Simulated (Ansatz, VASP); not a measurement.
# Lu2ReP: VASP beside Ansatz

```
CELL_PARAMETERS angstrom
4.61382 0.00000 0.00000
-2.30691 3.99568 0.00000
0.00000 0.00000 5.53233
ATOMIC_POSITIONS crystal
Lu 0.33333 0.66667 0.00000
Lu 0.66667 0.33333 0.00000
Re 0.00000 0.00000 0.50000
P 0.00000 0.00000 0.00000
```

Alike in both runs: task single point; functional PBE; k mesh 6 × 6 × 4; occupations gaussian, width 0.1 eV; no spin polarisation.

|  | VASP | Ansatz |
| --- | --- | --- |
| version | VASP 6.6.1 | Ansatz 0.2.0 |
| potentials or method | VASP PAW PBE potentials, release 64 (Lu, Re, P), cutoff 520 eV | scalar-relativistic, plane waves, PAW |
| valence electrons in the cell | 62 | 70 |

|  | VASP | Ansatz | Ansatz less VASP |
| --- | --- | --- | --- |
| gap on the k mesh at the Fermi level (eV) | none | none | - |
| pressure (GPa) | -4.5 | -4.9 | -0.46 |
| traceless stress, the component that is largest in VASP (GPa) | -26.70 | -26.26 | +0.446 |

A gap of «none» marks a metal or a gap that the smearing closes. The functional is the same, so the differences come from potentials, cutoffs and numerics. VASP's potentials hold 62 valence electrons a cell and Ansatz's 70, so a difference there can come from the potentials and not from the codes.

Neither program's run includes spin-orbit coupling.
